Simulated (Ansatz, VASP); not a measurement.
# Hf2Sb3Au: VASP beside Ansatz

```
Au Hf Sb
1.0
     4.00587    0.00000    0.00000
     0.00000    4.00587    0.00000
     0.00000    0.00000    8.61534
Au Hf Sb
1 2 3
Direct
  0.00000 0.00000 0.00000
  0.00000 0.50000 0.73214
  0.50000 0.00000 0.26786
  0.50000 0.50000 0.00000
  0.00000 0.50000 0.37764
  0.50000 0.00000 0.62236
```

Alike in both runs: functional PBE; k mesh 5 × 5 × 2; no spin polarisation.

Ansatz relaxed the structure, and its values are those at the end. VASP's run is a single point on that final structure, the one shown.

```csv
,VASP,Ansatz
version,VASP 6.6.1,Ansatz 0.2.0
potentials or method,"VASP PAW PBE potentials, release 64 (Au, Hf_pv, Sb), cutoff 520 eV",PAW plane waves
occupations,"fermi-dirac, width 0.1 eV",fermi-dirac
valence electrons in the cell,46,116
```

Ansatz gave:

- gap on the k mesh at the Fermi level (eV): none
- pressure (GPa): 0.0
- rms of the force components (eV/Å): 0.001

Problem. What did VASP give for the same quantities?

Solution. gap on the k mesh at the Fermi level (eV): none; pressure (GPa): -0.3; rms of the force components (eV/Å): 0.007.

A gap of «none» marks a metal or a gap that the smearing closes. VASP's potentials hold 46 valence electrons a cell and Ansatz's 116, so a difference there can come from the potentials and not from the codes.

The k mesh is coarse, so the values compare programs but aren't converged. Spin-orbit coupling is off throughout.
